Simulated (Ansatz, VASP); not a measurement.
## BiRu in VASP and in Ansatz

The input INCAR:

```
SYSTEM = BiRu
PREC = Accurate ; ENCUT = 520
EDIFF = 1E-6 ; ISMEAR = -1
SIGMA = 0.05 ; LREAL = .False.
LASPH = .True. ; NELM = 80
ALGO = Normal ; ISIF = 2
LWAVE = .False. ; LCHARG = .False.
GGA = PE ; NBANDS = 22
```

Contents of KPOINTS:

```
regular mesh
0
Gamma
  10 10 10
  0 0 0
```

File POSCAR:

```
BiRu
1.0
    0.0000000000      2.7185795614      2.7185795614
    2.7185795614      0.0000000000      2.7185795614
    2.7185795614      2.7185795614      0.0000000000
Ru Bi
1 1
Direct
    0.0000000000      0.0000000000      0.0000000000
    0.5000000000      0.5000000000      0.5000000000
```

Input for Ansatz:

```yaml
crystal:
  lattice:
    - [0.0, 2.7185795614, 2.7185795614]
    - [2.7185795614, 0.0, 2.7185795614]
    - [2.7185795614, 2.7185795614, 0.0]
  atoms:
    - { symbol: Ru, position: [0.0, 0.0, 0.0] }
    - { symbol: Bi, position: [0.5, 0.5, 0.5] }
kpoints:
  mp_grid: { grid: [10, 10, 10] }
scf:
  occupations: { method: fermi_dirac, width: 0.05 }
hamiltonian:
  xc: pbe
  pseudopotentials: { kind: all_electron, lapw: { basis_error: 0.00025 } }
output:
  forces: true
  stress: true
  eigenvalues: true
```

Change from the starting cell: volume scaled by 0.9405.

Alike in both runs: task single point; functional PBE; k mesh 10 × 10 × 10; occupations fermi-dirac, width 0.05 eV; no spin polarisation.

```csv
,VASP,Ansatz
version,VASP 6.6.1,Ansatz 0.2.0
potentials or method,"VASP PAW PBE potentials, release 64 (Ru_pv, Bi_d), cutoff 520 eV","all-electron LAPW, scalar-relativistic"
```

Ansatz gave:

```
pressure (GPa) : 8.1
```

Q: Estimate VASP's values.

A: Pressure (GPa): 8.2.

Ansatz ran all-electron here, and VASP with PAW potentials.

Spin-orbit coupling is off throughout.
